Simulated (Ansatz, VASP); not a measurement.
# Two plane-wave programs on B3C2

```
CELL_PARAMETERS angstrom
5.06445 0.00000 0.00000
-2.53223 4.38595 0.00000
0.00000 0.00000 4.55071
ATOMIC_POSITIONS crystal
B 0.50000 0.00000 0.00000
B 0.00000 0.50000 0.00000
B 0.50000 0.50000 0.00000
C 0.33333 0.66667 0.00000
C 0.66667 0.33333 0.00000
```

Alike in both runs: functional PBE; k mesh 12 × 12 × 10; occupations gaussian, width 0.1 eV; no spin polarisation.

Ansatz relaxed the structure, and its values are those at the end. VASP's run is a single point on that final structure, the one shown.

|  | VASP | Ansatz |
| --- | --- | --- |
| version | VASP 6.6.1 | Ansatz 0.2.0 |
| potentials or method | VASP PAW PBE potentials, release 64 (B, C), cutoff 520 eV | scalar-relativistic, plane waves, PAW |
| valence electrons in the cell | 17 | 17 |

```csv
,VASP,Ansatz,Ansatz less VASP
gap on the k mesh at the Fermi level (eV),none,none,-
pressure (GPa),0.0,0.0,+0.01
```

A gap of «none» marks a metal or a gap that the smearing closes.
